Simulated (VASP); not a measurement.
# MgO (Fm-3m) in VASP: a series of runs

The runs below take MgO through single point, with r2SCAN.

Program: VASP 6.6.1. These are calculated values, not measurements. Logs are shortened: lines on timing, memory, paths and dates and some standing lists are left out, and cuts for length are marked.

**Measured values to compare with.**

From “Electronic structure of alkaline earth and post-transition metal oxides”, 2009, arxiv:0908.1581, for a bulk crystal of MgO: band gap 7.83 eV.

The runs below are set against these values where they give the same quantity.

### Step 1. The cell of the first run

Symmetry: Fm-3m, No. 225, cubic system. Conventional cell: a = 4.204 Å, b = 4.204 Å, c = 4.204 Å, α = 90.00°, β = 90.00°, γ = 90.00°. Within 2.8 Å of Mg (site symmetry m-3m) lie 6 O at 2.10 Å. Within 2.8 Å of O (site symmetry m-3m) lie 6 Mg at 2.10 Å.

### Step 2. Single point, r2SCAN

POSCAR

```
MgO
1.0
    0.0000000000      2.1021683833      2.1021683833
    2.1021683833      0.0000000000      2.1021683833
    2.1021683833      2.1021683833      0.0000000000
Mg O
1 1
Direct
    0.0000000000      0.0000000000      0.0000000000
    0.5000000000      0.5000000000      0.5000000000
```

INCAR.step1

```
ALGO = Normal
EDIFF = 1E-5
ENCUT = 750
GGA = PE
GGA_COMPAT = F
ISMEAR = 0
LASPH = T
LCHARG = F
LREAL = F
LWAVE = T
NBANDS = 15
NELM = 120
PREC = Accurate
SIGMA = 0.02
```

INCAR.step2

```
ALGO = Normal
EDIFF = 1E-6
ENCUT = 750
GGA_COMPAT = F
ISIF = 2
ISMEAR = 0
ISTART = 1
LASPH = T
LCHARG = F
LMIXTAU = T
LREAL = F
LWAVE = F
METAGGA = R2SCAN
NBANDS = 15
NELM = 120
PREC = Accurate
SIGMA = 0.02
```

KPOINTS

```
k-points
0
Gamma
  10 10 10
```

Potentials or basis: VASP PAW PBE potentials, release 64 (Mg_sv, O).

On the command line:

```bash
$ cat potpaw_PBE.64/Mg_sv/POTCAR potpaw_PBE.64/O/POTCAR > POTCAR
$ cp INCAR.step1 INCAR
$ mpirun -np 1 vasp_std > vasp.out
$ cp INCAR.step2 INCAR
$ mpirun -np 1 vasp_std > vasp.out
```

OUTCAR:

```text
EDIFF = 1E-6
   ENCUT = 750
   ISIF = 2
   ISMEAR = 0
   ISTART = 1
   LASPH = T
   LREAL = F
   METAGGA = R2SCAN
   NELM = 120
   PREC = Accurate

 ion  position               nearest neighbor table
   1  0.000  0.000  0.000-   2 2.10   2 2.10   2 2.10   2 2.10   2 2.10   2 2.10
   2  0.500  0.500  0.500-   1 2.10   1 2.10   1 2.10   1 2.10   1 2.10   1 2.10

  LATTYP: Found a face centered cubic cell.
 ALAT       =     4.2043367666

  Lattice vectors:

 A1 = (   0.0000000000,   2.1021683833,   2.1021683833)
 A2 = (   2.1021683833,   0.0000000000,   2.1021683833)
 A3 = (   2.1021683833,   2.1021683833,   0.0000000000)

Analysis of symmetry for initial positions (statically):
=====================================================================
 Subroutine PRICEL returns:
 Original cell was already a primitive cell.

 Routine SETGRP: Setting up the symmetry group for a
 face centered cubic supercell.

 Subroutine GETGRP returns: Found 48 space group operations
 (whereof 48 operations were pure point group operations)
 out of a pool of 48 trial point group operations.

The static configuration has the point symmetry O_h .

Analysis of symmetry for dynamics (positions and initial velocities):
=====================================================================
 Subroutine PRICEL returns:
 Original cell was already a primitive cell.

 Routine SETGRP: Setting up the symmetry group for a
 face centered cubic supercell.

 Subroutine GETGRP returns: Found 48 space group operations
 (whereof 48 operations were pure point group operations)
 out of a pool of 48 trial point group operations.

The dynamic configuration has the point symmetry O_h .

 Subroutine INISYM returns: Found 48 space group operations
 (whereof 48 operations are pure point group operations),
 and found     1 'primitive' translations

----------------------------------------------------------------------------------------

                                     Primitive cell

  volume of cell :      18.5794

  direct lattice vectors                    reciprocal lattice vectors
     0.000000000  2.102168383  2.102168383    -0.237849643  0.237849643  0.237849643
     2.102168383  0.000000000  2.102168383     0.237849643 -0.237849643  0.237849643
     2.102168383  2.102168383  0.000000000     0.237849643  0.237849643 -0.237849643

  length of vectors
     2.972915038  2.972915038  2.972915038     0.411967667  0.411967667  0.411967667

  position of ions in fractional coordinates (direct lattice)
     0.000000000  0.000000000  0.000000000
     0.500000000  0.500000000  0.500000000

  ion indices of the primitive-cell ions
   primitive index   ion index
                 1           1
                 2           2

----------------------------------------------------------------------------------------

 KPOINTS: k-points

Automatic generation of k-mesh.
 Grid dimensions read from file:
 generate k-points for:   10   10   10

 Generating k-lattice:

  Cartesian coordinates                     Fractional coordinates (reciprocal lattice)
    -0.023784964  0.023784964  0.023784964     0.100000000  0.000000000  0.000000000
     0.023784964 -0.023784964  0.023784964     0.000000000  0.100000000  0.000000000
     0.023784964  0.023784964 -0.023784964     0.000000000  0.000000000  0.100000000

  Length of vectors
     0.041196767  0.041196767  0.041196767

  Shift w.r.t. Gamma in fractional coordinates (k-lattice)
     0.000000000  0.000000000  0.000000000

 Subroutine IBZKPT returns following result:
 ===========================================

 Found     47 irreducible k-points:

 Following reciprocal coordinates:
            Coordinates               Weight
  0.000000  0.000000  0.000000      1.000000
  0.100000  0.000000  0.000000      8.000000
  0.200000  0.000000  0.000000      8.000000
  0.300000  0.000000  0.000000      8.000000
  0.400000  0.000000  0.000000      8.000000
  0.500000  0.000000  0.000000      4.000000
[... 16 lines left out ...]
  0.300000  0.300000  0.000000      6.000000
  0.400000  0.300000  0.000000     24.000000
 [... further k-points ...]
   k-points           NKPTS =     47   k-points in BZ     NKDIM =     47   number of bands    NBANDS=     15
   number of dos      NEDOS =    301   number of ions     NIONS =      2
   total plane-waves  NPLWV =  21952
   dimension x,y,z NGX =    28 NGY =   28 NGZ =   28
   dimension x,y,z NGXF=    56 NGYF=   56 NGZF=   56
   ions per type =               1   1
   NGX,Y,Z   is equivalent  to a cutoff of  15.66, 15.66, 15.66 a.u.
   NGXF,Y,Z  is equivalent  to a cutoff of  31.32, 31.32, 31.32 a.u.
 SYSTEM =  unknown system
   PREC   = accura    normal or accurate (medium, high low for compatibility)
   ISTART =      1    job   : 0-new  1-cont  2-samecut
   ICHARG =      0    charge: 1-file 2-atom 10-const
   ISPIN  =      1    spin polarized calculation?
   LNONCOLLINEAR =      F non collinear calculations
   LSORBIT =      F    spin-orbit coupling
   LASPH  =      T    aspherical Exc in radial PAW
   ENCUT  =  750.0 eV  55.12 Ry    7.42 a.u.   6.64  6.64  6.64*2*pi/ulx,y,z
   NELM   =    120;   NELMIN=  2; NELMDL=  0     # of ELM steps
   EDIFF  = 0.1E-05   stopping-criterion for ELM
   LREAL  =      F    real-space projection
   EDIFFG = 0.1E-04   stopping-criterion for IOM
   NSW    =      0    number of steps for IOM
   IBRION =     -1    ionic relax: 0-MD 1-quasi-New 2-CG
   NFREE  =      0    steps in history (QN), initial steepest desc. (CG)
   ISIF   =      2    stress and relaxation
   ISYM   =      2    0-nonsym 1-usesym 2-fastsym
   POTIM  = 0.5000    time-step for ionic-motion
   TEBEG  =    0.0;   TEEND  =   0.0 temperature during run
   PSTRESS=    0.0 pullay stress
   NELECT =      16.0000    total number of electrons
   NUPDOWN=      -1.0000    fix difference up-down
   EMIN   =  10.00;   EMAX   =-10.00  energy-range for DOS
   EFERMI =   0.00;   METHOD = LEGACY
   ISMEAR =     0;   SIGMA  =   0.02  broadening in eV -4-tet -1-fermi 0-gaus
   EFERMI_NEDOS =   21; number of points for ismear=-14 and -15
   IALGO  =     38    algorithm
   IMIX   =      4    mixing-type and parameters
     AMIX     =   0.40;   BMIX     =  1.00
     AMIX_MAG =   1.60;   BMIX_MAG =  1.00
  volume/ion in A,a.u.               =       9.29        62.69
  Fermi-wavevector in a.u.,A,eV,Ry     =   1.557533  2.943311 33.006507  2.425910
  Thomas-Fermi vector in A             =   2.661170
   LORBIT       =      0    0 simple, 1 ext, 2 COOP (PROOUT), +10 PAW based schemes
   METAGGA = R2SCAN    functional components
   LHFCALC =     F    Hartree Fock is set to
   AEXX    =    0.0000 exact exchange contribution
   IVDW    =     0    specifies the selected vdW correction
   LEPSILON=     F    determine dielectric tensor
   LRPA    =     F    only Hartree local field effects (RPA)
 non-spin polarized calculation
 Gauss-broadening in eV      SIGMA  =   0.02
  energy-cutoff  :      750.00
  volume of cell :       18.58
 maximum number of plane-waves:       893
   NGX = 13   NGY = 13   NGZ = 13

 number of electron      15.9999994 magnetization

 Free energy of the ion-electron system (eV)
  ---------------------------------------------------
  ext. energy  EPLUGINS =         0.00000000
  ---------------------------------------------------
  free energy    TOTEN  =       -16.16275468 eV

  energy without entropy =      -16.16275468  energy(sigma->0) =      -16.16275468

 E-fermi :   2.8330     XC(G=0): -12.0711

 val. band max:        2.5456517398   @ k =   0.0000   0.0000   0.0000
 cond. band min:       8.2492512701   @ k =   0.0000   0.0000   0.0000
 fundamental gap:      5.7035995304
 Fermi energy:         2.8329714682

 k-point     1 :       0.0000    0.0000    0.0000
  band No.  band energies     occupation
      1     -72.4053      2.00000
      2     -37.4963      2.00000
      3     -37.4963      2.00000
      4     -37.4963      2.00000
      5     -15.6691      2.00000
      6       2.5457      2.00000
      7       2.5457      2.00000
      8       2.5457      2.00000
      9       8.2493      0.00000
     10      19.4396      0.00000
     11      19.4396      0.00000
     12      19.4396      0.00000
     13      23.5625      0.00000
     14      25.3994      0.00000
     15      25.3994      0.00000

 k-point     2 :       0.1000    0.0000    0.0000
  band No.  band energies     occupation
      1     -72.4044      2.00000
      2     -37.5046      2.00000
      3     -37.4970      2.00000
      4     -37.4970      2.00000
      5     -15.5614      2.00000
      6       1.9191      2.00000
      7       2.4755      2.00000
      8       2.4755      2.00000
      9       8.8619      0.00000
     10      18.1902      0.00000
     11      19.6957      0.00000
     12      19.6957      0.00000
     13      24.7153      0.00000
     14      24.7153      0.00000
     15      25.2831      0.00000

 k-point     3 :       0.2000    0.0000    0.0000
  band No.  band energies     occupation
      1     -72.4024      2.00000
      2     -37.5264      2.00000
      3     -37.4991      2.00000
      4     -37.4991      2.00000
      5     -15.2665      2.00000
      6       0.6027      2.00000
      7       2.2974      2.00000
      8       2.2974      2.00000
      9      10.0723      0.00000
     10      16.6809      0.00000
     11      20.2294      0.00000
     12      20.2294      0.00000
     13      24.0277      0.00000
     14      24.0277      0.00000
     15      26.4840      0.00000
[... 343 lines left out ...]
 k-point    23 :       0.3000    0.3000    0.0000
  band No.  band energies     occupation
      1     -72.3979      2.00000
      2     -37.5454      2.00000
      3     -37.5147      2.00000
      4     -37.5147      2.00000
      5     -14.6872      2.00000
      6      -0.6009      2.00000
      7       1.5922      2.00000
      8       1.5922      2.00000
      9      12.4896      0.00000
     10      13.9474      0.00000
     11      18.3143      0.00000
     12      21.8752      0.00000
     13      21.8752      0.00000
     14      28.1570      0.00000
     15      31.7219      0.00000

 k-point    24 :       0.4000    0.3000    0.0000
  band No.  band energies     occupation
      1     -72.3963      2.00000
      2     -37.5561      2.00000
      3     -37.5200      2.00000
      4     -37.5176      2.00000
      5     -14.4493      2.00000
      6      -1.0326      2.00000
      7       1.2269      2.00000
      8       1.4408      2.00000
      9      13.2245      0.00000
     10      13.7323      0.00000
     11      17.4569      0.00000
     12      22.1694      0.00000
     13      22.3883      0.00000
     14      28.9627      0.00000
     15      31.2201      0.00000

 [... further k-points ...]

------------------------ aborting loop because EDIFF is reached ----------------------------------------

  FORCE on cell =-STRESS in cart. coord.  units (eV):
  Direction    XX          YY          ZZ          XY          YZ          ZX
  --------------------------------------------------------------------------------------
  -------------------------------------------------------------------------------------
  Total       -0.0016320     -0.0016320     -0.0016320      0.0000000      0.0000000      0.0000000
  in kB       -0.1407342     -0.1407342     -0.1407342      0.0000000      0.0000000      0.0000000
  external PRESSURE =      -0.1407342 kB  Pullay stress =       0.0000000 kB

 VOLUME and BASIS-vectors are now :
 -----------------------------------------------------------------------------
  energy-cutoff  :      750.00
  volume of cell :       18.58
      direct lattice vectors                 reciprocal lattice vectors
     0.000000000  2.102168383  2.102168383    -0.237849643  0.237849643  0.237849643
     2.102168383  0.000000000  2.102168383     0.237849643 -0.237849643  0.237849643
     2.102168383  2.102168383  0.000000000     0.237849643  0.237849643 -0.237849643

 POSITION                                       TOTAL-FORCE (eV/Angst)
 -----------------------------------------------------------------------------------
      0.00000      0.00000      0.00000        -0.000000     -0.000000      0.000000
      2.10217      2.10217      2.10217         0.000000      0.000000     -0.000000
 -----------------------------------------------------------------------------------
    total drift:                                0.000000      0.000000      0.000000

  FREE ENERGIE OF THE ION-ELECTRON SYSTEM (eV)
  ---------------------------------------------------
  free  energy   TOTEN  =       -16.1627546754 eV

  energy  without entropy=      -16.1627546754  energy(sigma->0) =      -16.16275468
```

Wall time 80 s (1 thread of Intel Xeon Platinum 8259CL at 2.50GHz (Skylake/Cascade Lake), shared host); peak memory 0.17 GiB.

What came out:

```
Free energy            : -16.1628 eV
Pressure               : 0.0 GPa
Band gap on the k mesh : 5.70 eV
```

Caveat: the PAW data sets were made with another functional, which shifts forces and pressure a little.

(Part 1 of 2 ends here.)
